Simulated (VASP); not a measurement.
Here is a VASP 6.6.1 calculation.

The input POSCAR:

```
MnO
1.0
    0.0000000000      2.2675248097      2.2675248097
    2.2675248097      0.0000000000      2.2675248097
    2.2675248097      2.2675248097      0.0000000000
Mn O
1 1
Direct
    0.0000000000      0.0000000000      0.0000000000
    0.5000000000      0.5000000000      0.5000000000
```

The input INCAR.step1:

```
PREC = Accurate ; ENCUT = 520
ISMEAR = -1 ; SIGMA = 0.05
LREAL = F ; LASPH = T
NELM = 150 ; ISPIN = 2
MAGMOM = 4 0 ; LMAXMIX = 4
NBANDS = 20 ; GGA = PE
ALGO = Normal ; EDIFF = 1E-4
LWAVE = T ; LCHARG = F
```

Contents of INCAR.step2:

```
PREC = Accurate ; ENCUT = 520
EDIFF = 1E-6 ; ISMEAR = -1
SIGMA = 0.05 ; LREAL = F
LASPH = T ; NELM = 150
ALGO = Normal ; ISIF = 2
LWAVE = F ; LCHARG = F
ISPIN = 2 ; MAGMOM = 4 0
LORBIT = 11 ; LMAXMIX = 4
METAGGA = R2SCAN ; LMIXTAU = T
IVDW = 13 ; VDW_S6 = 1.0
VDW_S8 = 0.6018749 ; VDW_A1 = 0.51559235
VDW_A2 = 5.77342911 ; NBANDS = 20
ISTART = 1
```

Contents of KPOINTS:

```
Automatic mesh
0
Gamma
  10 10 10
```

Potentials or basis: VASP PAW PBE potentials, release 64 (Mn_pv, O).

The run is started by

```sh
$ cat potpaw_PBE.64/Mn_pv/POTCAR potpaw_PBE.64/O/POTCAR > POTCAR
$ cp INCAR.step1 INCAR
$ mpirun -np 1 vasp_std > vasp.out
$ cp INCAR.step2 INCAR
$ mpirun -np 1 vasp_std > vasp.out
```

Question: Estimate the pressure.

Answer: -9.3 GPa.

Question: What does it give for the band gap on the k mesh?

Answer: Zero (filled and empty bands overlap).

Question: Estimate the net moment.

Answer: 5.00 μB per cell.

Caveat: the cell stands under tension; the PAW data sets were made with another functional, which shifts forces and pressure a little; a cell with one magnetic atom can't hold antiferromagnetic order, which such compounds often take; semilocal functionals often make such compounds metallic where correlation or magnetic order opens a gap, which also shifts bond lengths. With open d or f shells a metallic result of r2SCAN can be an artefact of self-interaction; +U or a hybrid may open a gap.
